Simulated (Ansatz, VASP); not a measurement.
**Two plane-wave programs on Ta2TiSi3**

The input INCAR:

```
SYSTEM = Ta2TiSi3
PREC     = Accurate       ! precision mode
ENCUT    = 600            ! plane-wave cutoff, eV
EDIFF    = 1E-6           ! SCF threshold, eV
ISMEAR   = 0              ! smearing method
SIGMA    = 0.1            ! smearing width, eV
LREAL    = .FALSE.        ! projectors in reciprocal space
LASPH    = .TRUE.         ! aspherical terms in the spheres
NELM     = 80             ! most SCF steps
ALGO     = Normal         ! electronic algorithm
ISIF     = 3              ! what is computed and relaxed
LWAVE    = .FALSE.        ! write WAVECAR
LCHARG   = .FALSE.        ! write CHGCAR
GGA      = PE             ! functional
IBRION   = 2              ! ionic algorithm
NSW      = 90             ! ionic steps
EDIFFG   = -0.04          ! ionic threshold
```

Contents of KPOINTS:

```
Automatic mesh
0
G
  6 6 6
  0 0 0
```

The input POSCAR:

```
Ta2TiSi3
1.0
    5.6811845200      0.0000000000      0.0000000000
   -2.8405922600      4.9200501200      0.0000000000
    0.0000000000      0.0000000000      3.2918040600
Ti Ta Si
1 2 3
Direct
    0.0000000000      0.0000000000      0.0000000000
    0.6666666700      0.3333333300      0.0000000000
    0.3333333300      0.6666666700      0.0000000000
    0.5000000000      0.0000000000      0.5000000000
    0.0000000000      0.5000000000      0.5000000000
    0.5000000000      0.5000000000      0.5000000000
```

Input for Ansatz:

```yaml
crystal:
  lattice:
    - [5.68118452, 0.0, 0.0]
    - [-2.84059226, 4.92005012, 0.0]
    - [0.0, 0.0, 3.29180406]
  atoms:
    - { symbol: Ti, position: [0.0, 0.0, 0.0] }
    - { symbol: Ta, position: [0.66666667, 0.33333333, 0.0] }
    - { symbol: Ta, position: [0.33333333, 0.66666667, 0.0] }
    - { symbol: Si, position: [0.5, 0.0, 0.5] }
    - { symbol: Si, position: [0.0, 0.5, 0.5] }
    - { symbol: Si, position: [0.5, 0.5, 0.5] }
basis:
  ecutwfc: 420
kpoints:
  mp_grid: { grid: [6, 6, 6] }
hamiltonian:
  xc: pbe
scf:
  occupations: { method: gaussian, width: 0.1 }
  lower_state_search: "off"
output:
  forces: true
  stress: true
  eigenvalues: true
relax:
  adjacent_minimum: "off"
  f_tol: 0.04
  max_steps: 70
  cell: { stress_tol: 0.4 }
```

Change from the starting cell: species swapped into the YB2Ir3 type (P6/mmm, No. 191).

Alike in both runs: task relaxation of cell and atoms; functional PBE; k mesh 6 × 6 × 6; occupations gaussian, width 0.1 eV; no spin polarisation.

|  | VASP | Ansatz |
| --- | --- | --- |
| version | VASP 6.6.1 | Ansatz 0.2.0 |
| potentials or method | VASP PAW PBE potentials, release 64 (Ti_sv, Ta_pv, Si), cutoff 600 eV | scalar-relativistic, plane waves, PAW |
| valence electrons in the cell | 46 | 50 |

```tsv
	VASP	Ansatz	Ansatz less VASP
gap on the k mesh at the Fermi level, each at its own relaxed structure (eV)	none	none	-
relaxed volume (Å³/atom)	16.63	16.65	+0.022
relaxed cell length with the largest relative difference (Å)	4.297	4.289	-0.0073
```

A gap of «none» marks a metal or a gap that the smearing closes. VASP's potentials hold 46 valence electrons a cell and Ansatz's 50, so a difference there can come from the potentials and not from the codes.

Spin-orbit coupling is off throughout.
